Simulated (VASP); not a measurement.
HgTe (Coloradoite), 2 atoms in the cell. It takes space group F-43m (No. 216, cubic). Conventional cell: a = 6.578 Å, b = 6.578 Å, c = 6.578 Å, α = 90.00°, β = 90.00°, γ = 90.00°. Within 3.8 Å of Hg (site symmetry -43m) lie 4 Te at 2.85 Å. Within 3.8 Å of Te (site symmetry -43m) lie 4 Hg at 2.85 Å. 

- Program: VASP 6.6.1
- Task: single point
- Functional: PBE
- Potentials or basis: VASP PAW PBE potentials, release 64 (Hg, Te)
- Cutoff: 520 eV
- k mesh: 4 × 4 × 4
- Occupations: methfessel-paxton, width 0.5 eV
- Spin: no spin polarisation
- Dipole correction: no
- Further INCAR settings: ALGO = Normal; EDIFF = 1e-07; NBANDS = 16

Potentials or basis: VASP PAW PBE potentials, release 64 (Hg, Te).

Launch:

```sh
$ cat potpaw_PBE.64/Hg/POTCAR potpaw_PBE.64/Te/POTCAR > POTCAR
$ mpirun -np 1 vasp_std > vasp.out
```

Hardware: 1 thread of AMD EPYC 7R13, on a shared host.

**Question.** How long does it take, and how much memory?

**Answer.** Run time: 29 s on 1 thread of AMD EPYC 7R13, on a shared host, peak memory 0.17 GiB. Counts: scf iterations 13, k points 8.
